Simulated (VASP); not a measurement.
# MgO (F-43m) in VASP: notebook

The runs below take MgO through single point, with PBE, r2SCAN, HSE06.

All numbers are computed with VASP 6.6.1; they aren't measurements. Logs are shortened: lines on timing, memory, paths and dates and some standing lists are left out, and cuts for length are marked.

## 1. The cell of the first run

The structure is cubic, space group F-43m (No. 216). The conventional cell has a = 4.564 Å, b = 4.564 Å, c = 4.564 Å, α = 90.00°, β = 90.00°, γ = 90.00°. Within 2.6 Å of Mg (site symmetry -43m) lie 4 O at 1.98 Å. O (site symmetry -43m) has 4 Mg at 1.98 Å within 2.6 Å.

## 2. Single point, PBE

Contents of INCAR:

```
SYSTEM = MgO
PREC     = Accurate       ! precision mode
ENCUT    = 520            ! plane-wave cutoff, eV
EDIFF    = 1E-7           ! SCF threshold, eV
ISMEAR   = 0              ! smearing method
SIGMA    = 0.01           ! smearing width, eV
LREAL    = .False.        ! projectors in reciprocal space
LASPH    = .True.         ! aspherical terms in the spheres
NELM     = 100            ! most SCF steps
ALGO     = Normal         ! electronic algorithm
ISIF     = 2              ! what is computed and relaxed
LWAVE    = .False.        ! write WAVECAR
LCHARG   = .False.        ! write CHGCAR
GGA      = PE             ! functional
NBANDS   = 11             ! bands
```

Contents of KPOINTS:

```
Automatic mesh
0
Gamma
  8 8 8
  0 0 0
```

Contents of POSCAR:

```
MgO
1.0
    0.0000000000      2.2820056620      2.2820056620
    2.2820056620      0.0000000000      2.2820056620
    2.2820056620      2.2820056620      0.0000000000
Mg O
1 1
Direct
    0.0000000000      0.0000000000      0.0000000000
    0.2500000000      0.2500000000      0.2500000000
```

Potentials or basis: VASP PAW PBE potentials, release 64 (Mg, O).

Started as:

```bash
$ cat potpaw_PBE.64/Mg/POTCAR potpaw_PBE.64/O/POTCAR > POTCAR
$ mpirun -np 1 vasp_std > vasp.out
```

OUTCAR:

```text
SYSTEM = MgO
   PREC = Accurate
   ENCUT = 520
   EDIFF = 1E-7
   ISMEAR = 0
   LREAL = .False.
   LASPH = .True.
   NELM = 100
   ISIF = 2
   GGA = PE

 ion  position               nearest neighbor table
   1  0.000  0.000  0.000-   2 1.98   2 1.98   2 1.98   2 1.98
   2  0.250  0.250  0.250-   1 1.98   1 1.98   1 1.98   1 1.98

  LATTYP: Found a face centered cubic cell.
 ALAT       =     4.5640113240

  Lattice vectors:

 A1 = (   0.0000000000,   2.2820056620,   2.2820056620)
 A2 = (   2.2820056620,   0.0000000000,   2.2820056620)
 A3 = (   2.2820056620,   2.2820056620,   0.0000000000)

Analysis of symmetry for initial positions (statically):
=====================================================================
 Subroutine PRICEL returns:
 Original cell was already a primitive cell.

 Routine SETGRP: Setting up the symmetry group for a
 face centered cubic supercell.

 Subroutine GETGRP returns: Found 24 space group operations
 (whereof 24 operations were pure point group operations)
 out of a pool of 48 trial point group operations.

The static configuration has the point symmetry T_d .

Analysis of symmetry for dynamics (positions and initial velocities):
=====================================================================
 Subroutine PRICEL returns:
 Original cell was already a primitive cell.

 Routine SETGRP: Setting up the symmetry group for a
 face centered cubic supercell.

 Subroutine GETGRP returns: Found 24 space group operations
 (whereof 24 operations were pure point group operations)
 out of a pool of 48 trial point group operations.

The dynamic configuration has the point symmetry T_d .

 Subroutine INISYM returns: Found 24 space group operations
 (whereof 24 operations are pure point group operations),
 and found     1 'primitive' translations

----------------------------------------------------------------------------------------

                                     Primitive cell

  volume of cell :      23.7673

  direct lattice vectors                    reciprocal lattice vectors
     0.000000000  2.282005662  2.282005662    -0.219105504  0.219105504  0.219105504
     2.282005662  0.000000000  2.282005662     0.219105504 -0.219105504  0.219105504
     2.282005662  2.282005662  0.000000000     0.219105504  0.219105504 -0.219105504

  length of vectors
     3.227243357  3.227243357  3.227243357     0.379501865  0.379501865  0.379501865

  position of ions in fractional coordinates (direct lattice)
     0.000000000  0.000000000  0.000000000
     0.250000000  0.250000000  0.250000000

  ion indices of the primitive-cell ions
   primitive index   ion index
                 1           1
                 2           2

----------------------------------------------------------------------------------------

 KPOINTS: Automatic mesh

Automatic generation of k-mesh.
 Grid dimensions read from file:
 generate k-points for:    8    8    8

 Generating k-lattice:

  Cartesian coordinates                     Fractional coordinates (reciprocal lattice)
    -0.027388188  0.027388188  0.027388188     0.125000000  0.000000000  0.000000000
     0.027388188 -0.027388188  0.027388188     0.000000000  0.125000000  0.000000000
     0.027388188  0.027388188 -0.027388188     0.000000000  0.000000000  0.125000000

  Length of vectors
     0.047437733  0.047437733  0.047437733

  Shift w.r.t. Gamma in fractional coordinates (k-lattice)
     0.000000000  0.000000000  0.000000000

 Subroutine IBZKPT returns following result:
 ===========================================

 Found     29 irreducible k-points:

 Following reciprocal coordinates:
            Coordinates               Weight
  0.000000  0.000000  0.000000      1.000000
  0.125000  0.000000  0.000000      8.000000
  0.250000  0.000000  0.000000      8.000000
  0.375000  0.000000  0.000000      8.000000
  0.500000  0.000000  0.000000      4.000000
  0.125000  0.125000  0.000000      6.000000
[... 16 lines left out ...]
  0.500000  0.250000  0.125000     48.000000
 -0.375000  0.250000  0.125000     24.000000
 [... further k-points ...]
   k-points           NKPTS =     29   k-points in BZ     NKDIM =     29   number of bands    NBANDS=     11
   number of dos      NEDOS =    301   number of ions     NIONS =      2
   total plane-waves  NPLWV =  13824
   dimension x,y,z NGX =    24 NGY =   24 NGZ =   24
   dimension x,y,z NGXF=    48 NGYF=   48 NGZF=   48
   ions per type =               1   1
   NGX,Y,Z   is equivalent  to a cutoff of  12.36, 12.36, 12.36 a.u.
   NGXF,Y,Z  is equivalent  to a cutoff of  24.73, 24.73, 24.73 a.u.
 SYSTEM =  MgO
   PREC   = accura    normal or accurate (medium, high low for compatibility)
   ISTART =      0    job   : 0-new  1-cont  2-samecut
   ICHARG =      2    charge: 1-file 2-atom 10-const
   ISPIN  =      1    spin polarized calculation?
   LNONCOLLINEAR =      F non collinear calculations
   LSORBIT =      F    spin-orbit coupling
   LASPH  =      T    aspherical Exc in radial PAW
   ENCUT  =  520.0 eV  38.22 Ry    6.18 a.u.   6.00  6.00  6.00*2*pi/ulx,y,z
   NELM   =    100;   NELMIN=  2; NELMDL= -5     # of ELM steps
   EDIFF  = 0.1E-06   stopping-criterion for ELM
   LREAL  =      F    real-space projection
   EDIFFG = 0.1E-05   stopping-criterion for IOM
   NSW    =      0    number of steps for IOM
   IBRION =     -1    ionic relax: 0-MD 1-quasi-New 2-CG
   NFREE  =      0    steps in history (QN), initial steepest desc. (CG)
   ISIF   =      2    stress and relaxation
   ISYM   =      2    0-nonsym 1-usesym 2-fastsym
   POTIM  = 0.5000    time-step for ionic-motion
   TEBEG  =    0.0;   TEEND  =   0.0 temperature during run
   PSTRESS=    0.0 pullay stress
   NELECT =       8.0000    total number of electrons
   NUPDOWN=      -1.0000    fix difference up-down
   EMIN   =  10.00;   EMAX   =-10.00  energy-range for DOS
   EFERMI =   0.00;   METHOD = LEGACY
   ISMEAR =     0;   SIGMA  =   0.01  broadening in eV -4-tet -1-fermi 0-gaus
   EFERMI_NEDOS =   21; number of points for ismear=-14 and -15
   IALGO  =     38    algorithm
   IMIX   =      4    mixing-type and parameters
     AMIX     =   0.40;   BMIX     =  1.00
     AMIX_MAG =   1.60;   BMIX_MAG =  1.00
  volume/ion in A,a.u.               =      11.88        80.19
  Fermi-wavevector in a.u.,A,eV,Ry     =   1.138793  2.152007 17.644708  1.296849
  Thomas-Fermi vector in A             =   2.275497
   LORBIT       =      0    0 simple, 1 ext, 2 COOP (PROOUT), +10 PAW based schemes
   GGA     = PE    functional components
   LHFCALC =     F    Hartree Fock is set to
   AEXX    =    0.0000 exact exchange contribution
   IVDW    =     0    specifies the selected vdW correction
   LEPSILON=     F    determine dielectric tensor
   LRPA    =     F    only Hartree local field effects (RPA)
 non-spin polarized calculation
 Gauss-broadening in eV      SIGMA  =   0.01
  energy-cutoff  :      520.00
  volume of cell :       23.77
 maximum number of plane-waves:       652
   NGX = 13   NGY = 13   NGZ = 13

 number of electron       8.0000007 magnetization

 Free energy of the ion-electron system (eV)
  ---------------------------------------------------
  ext. energy  EPLUGINS =         0.00000000
  ---------------------------------------------------
  free energy    TOTEN  =       -11.69327646 eV

  energy without entropy =      -11.69327646  energy(sigma->0) =      -11.69327646

 E-fermi :   0.9015     XC(G=0):  -9.7205

 val. band max:        0.7874642399   @ k =   0.0000   0.0000   0.0000
 cond. band min:       4.4290274824   @ k =   0.0000   0.0000   0.0000
 fundamental gap:      3.6415632425
 Fermi energy:         0.9015113962

 k-point     1 :       0.0000    0.0000    0.0000
  band No.  band energies     occupation
      1     -15.1129      2.00000
      2       0.7875      2.00000
      3       0.7875      2.00000
      4       0.7875      2.00000
      5       4.4290      0.00000
      6      17.6030      0.00000
      7      17.6030      0.00000
      8      17.6030      0.00000
      9      21.1082      0.00000
     10      21.1083      0.00000
     11      21.1972      0.00000

 k-point     2 :       0.1250    0.0000    0.0000
  band No.  band energies     occupation
      1     -15.0214      2.00000
      2       0.0989      2.00000
      3       0.7597      2.00000
      4       0.7597      2.00000
      5       5.2475      0.00000
      6      16.2895      0.00000
      7      17.5264      0.00000
      8      17.5264      0.00000
      9      19.5343      0.00000
     10      19.5343      0.00000
     11      20.5094      0.00000

 k-point     3 :       0.2500    0.0000    0.0000
  band No.  band energies     occupation
      1     -14.7921      2.00000
      2      -1.0518      2.00000
      3       0.6940      2.00000
      4       0.6940      2.00000
      5       6.7833      0.00000
      6      13.9961      0.00000
      7      16.6023      0.00000
      8      16.6023      0.00000
      9      20.0137      0.00000
     10      20.0137      0.00000
     11      20.0604      0.00000

 k-point     4 :       0.3750    0.0000    0.0000
  band No.  band energies     occupation
      1     -14.5489      2.00000
      2      -1.9280      2.00000
      3       0.6301      2.00000
      4       0.6301      2.00000
      5       8.3536      0.00000
      6      11.8936      0.00000
      7      15.7235      0.00000
      8      15.7235      0.00000
      9      20.2094      0.00000
     10      21.5407      0.00000
     11      21.5407      0.00000
[... 239 lines left out ...]
 k-point    22 :       0.3750    0.2500    0.1250
  band No.  band energies     occupation
      1     -14.6219      2.00000
      2      -1.2341      2.00000
      3       0.1899      2.00000
      4       0.5585      2.00000
      5       7.6283      0.00000
      6      13.2213      0.00000
      7      14.7343      0.00000
      8      16.6522      0.00000
      9      18.4828      0.00000
     10      22.2392      0.00000
     11      23.7862      0.00000

 k-point    23 :       0.5000    0.2500    0.1250
  band No.  band energies     occupation
      1     -14.4270      2.00000
      2      -1.6228      2.00000
      3      -0.1117      2.00000
      4       0.4375      2.00000
      5       8.7082      0.00000
      6      11.8560      0.00000
      7      14.2862      0.00000
      8      16.1107      0.00000
      9      19.6862      0.00000
     10      22.3173      0.00000
     11      24.2978      0.00000

 k-point    24 :      -0.3750    0.2500    0.1250
  band No.  band energies     occupation
      1     -14.3438      2.00000
      2      -1.7733      2.00000
      3      -0.2154      2.00000
      4       0.3663      2.00000
      5       9.3386      0.00000
      6      11.0819      0.00000
      7      14.2618      0.00000
      8      15.9088      0.00000
      9      20.6639      0.00000
     10      21.6897      0.00000
     11      24.7719      0.00000

 [... further k-points ...]
[... 5 lines left out ...]
  --------------------------------------------------------------------------------------
  -------------------------------------------------------------------------------------
  Total        0.5168916      0.5168916      0.5168916     -0.0000000      0.0000000     -0.0000000
  in kB       34.8441538     34.8441538     34.8441538     -0.0000000      0.0000000     -0.0000000
  external PRESSURE =      34.8441538 kB  Pullay stress =       0.0000000 kB

 VOLUME and BASIS-vectors are now :
 -----------------------------------------------------------------------------
  energy-cutoff  :      520.00
  volume of cell :       23.77
      direct lattice vectors                 reciprocal lattice vectors
     0.000000000  2.282005662  2.282005662    -0.219105504  0.219105504  0.219105504
     2.282005662  0.000000000  2.282005662     0.219105504 -0.219105504  0.219105504
     2.282005662  2.282005662  0.000000000     0.219105504  0.219105504 -0.219105504

 POSITION                                       TOTAL-FORCE (eV/Angst)
 -----------------------------------------------------------------------------------
      0.00000      0.00000      0.00000         0.000000      0.000000      0.000000
      1.14100      1.14100      1.14100        -0.000000     -0.000000     -0.000000
 -----------------------------------------------------------------------------------
    total drift:                               -0.000001     -0.000001     -0.000001

  FREE ENERGIE OF THE ION-ELECTRON SYSTEM (eV)
  ---------------------------------------------------
  free  energy   TOTEN  =       -11.6932764630 eV

  energy  without entropy=      -11.6932764630  energy(sigma->0) =      -11.69327646
```

It took 6.2 s on 1 thread of AMD EPYC 7R13 (Zen 3), shared host; peak memory 0.11 GiB.

Results:

```
Free energy            : -11.6933 eV
Pressure               : 3.5 GPa
Band gap on the k mesh : 3.64 eV, direct
```

Levels at points of the mesh, in eV from the valence-band top:
```tsv
k point	band 2	band 3	band 4	band 5	band 6	band 7
(0.00, 0.00, 0.00)	0.00	0.00	0.00	3.64	16.82	16.82
(0.50, 0.00, 0.00)	-3.04	-0.18	-0.18	8.79	9.69	14.62
(0.50, 0.50, 0.00)	-2.51	-0.74	-0.74	6.26	11.56	14.11
```

## 3. Single point, r2SCAN

POSCAR is that of step 2.

Contents of INCAR.step1:

```
SYSTEM = MgO
  PREC = Accurate
  ENCUT = 520
  ISMEAR = 0
  SIGMA = 0.01
  LREAL = .FALSE.
  LASPH = .TRUE.
  NELM = 60
  NBANDS = 11
  GGA = PE
  ALGO = Normal
  EDIFF = 1E-4
  LWAVE = .TRUE.
  LCHARG = .FALSE.
```

Contents of INCAR.step2:

```
SYSTEM = MgO
  PREC = Accurate
  ENCUT = 520
  EDIFF = 1E-6
  ISMEAR = 0
  SIGMA = 0.01
  LREAL = .FALSE.
  LASPH = .TRUE.
  NELM = 60
  ALGO = Normal
  ISIF = 2
  LWAVE = .FALSE.
  LCHARG = .TRUE.
  METAGGA = R2SCAN
  LMIXTAU = .TRUE.
  LELF = .TRUE.
  LVHAR = .TRUE.
  NBANDS = 11
  ISTART = 1
```

Contents of KPOINTS:

```
Automatic mesh
0
G
  8 8 8
  0 0 0
```

Potentials or basis: VASP PAW PBE potentials, release 64 (Mg, O).

Started as:

```bash
$ cat potpaw_PBE.64/Mg/POTCAR potpaw_PBE.64/O/POTCAR > POTCAR
$ cp INCAR.step1 INCAR
$ mpirun -np 1 vasp_std > vasp.out
$ cp INCAR.step2 INCAR
$ mpirun -np 1 vasp_std > vasp.out
```

Run time: 26 s. Hardware: 1 thread of AMD EPYC 7R13 (Zen 3), shared host; peak memory 0.12 GiB.

It converged, with:

| Property | Result |
| --- | --- |
| Free energy | -15.8538 eV |
| Pressure | -0.5 GPa |
| Band gap on the k mesh | 4.32 eV, direct |

Levels at points of the mesh, in eV from the valence-band top:
```
           k point  band 1  band 2  band 3  band 4  band 5  band 6  band 7  band 8  band 9
(0.00, 0.00, 0.00)  -16.83    0.00    0.00    0.00    4.32   17.92   17.92   17.92   21.40
(0.50, 0.00, 0.00)  -16.19   -3.02   -0.18   -0.18    9.63   10.54   15.54   15.54   20.87
(0.50, 0.50, 0.00)  -15.99   -2.50   -0.75   -0.75    6.94   12.48   15.32   17.81   17.81
```

Caveat: the PAW data sets were made with another functional, which shifts forces and pressure a little. r2SCAN opens gaps a little over a GGA but as a rule still falls short of measured ones.

## 4. Single point, HSE06

POSCAR is that of step 3.

Contents of INCAR.step1:

```
  ALGO = Normal
  EDIFF = 1E-5
  ENCUT = 520
  GGA = PE
  ISIF = 2
  ISMEAR = 0
  LASPH = T
  LCHARG = F
  LREAL = F
  LWAVE = T
  NBANDS = 11
  NELM = 80
  PREC = Accurate
  SIGMA = 0.01
```

Contents of INCAR.step2:

```
  ALGO = Normal
  EDIFF = 1E-6
  ENCUT = 520
  GGA = PE
  HFSCREEN = 0.2079
  ISIF = 2
  ISMEAR = 0
  ISTART = 1
  LASPH = T
  LCHARG = F
  LHFCALC = T
  LREAL = F
  LWAVE = F
  NBANDS = 11
  NELM = 80
  PREC = Accurate
  PRECFOCK = Normal
  SIGMA = 0.01
```

Contents of KPOINTS:

```
k-points
0
Gamma
  6 6 6
```

Started as:

```bash
$ cat potpaw_PBE.64/Mg/POTCAR potpaw_PBE.64/O/POTCAR > POTCAR
$ cp INCAR.step1 INCAR
$ mpirun -np 1 vasp_std > vasp.out
$ cp INCAR.step2 INCAR
$ mpirun -np 1 vasp_std > vasp.out
```

Run time: 6.4 min. Hardware: 1 thread of AMD EPYC 7R13 (Zen 3), shared host; peak memory 0.23 GiB.

Results (log left out):

| Property | Result |
| --- | --- |
| Free energy | -13.9406 eV |
| Pressure | -0.1 GPa |
| Band gap on the k mesh | 5.24 eV, direct |

Levels at points of the mesh, in eV from the valence-band top:
```tsv
k point	band 1	band 2	band 3	band 4	band 5	band 6	band 7	band 8	band 9
(0.00, 0.00, 0.00)	-17.38	0.00	0.00	0.00	5.24	18.81	18.81	18.81	22.39
(0.50, 0.00, 0.00)	-16.67	-3.22	-0.21	-0.21	10.60	11.60	16.53	16.53	21.72
(0.50, 0.50, 0.00)	-16.47	-2.68	-0.81	-0.81	7.89	13.42	16.29	18.88	18.88
```

Caveat: the PAW data sets were made with another functional, which shifts forces and pressure a little.

## 5. The runs side by side

```tsv
level	k mesh	grid for exact exchange (PRECFOCK)	screening parameter	gap on the mesh (eV)	pressure (GPa)
PBE	8 × 8 × 8	-	-	3.64	3.5
r2SCAN	8 × 8 × 8	-	-	4.32	-0.5
HSE06	6 × 6 × 6	Normal	0.2079 1/Å	5.24	-0.1
```

Alike in all rows: task single point; potentials or basis VASP PAW PBE potentials, release 64 (Mg, O); no spin polarisation; cell as given; cutoff (eV) 520; smearing gaussian 0.01 eV.

On the cell as given the gap runs from 3.64 eV (PBE) to 5.24 eV (HSE06); the meshes differ, which moves gaps too. The pressure there spans -0.5 GPa (r2SCAN) to 3.5 GPa (PBE); a positive pressure means that this level wants a larger cell, a negative one a smaller.

Caveats: the PAW data sets were made with another functional, which shifts forces and pressure a little (some runs).

Total energies depend on the potentials used, so only differences within one code and one set of settings carry meaning.
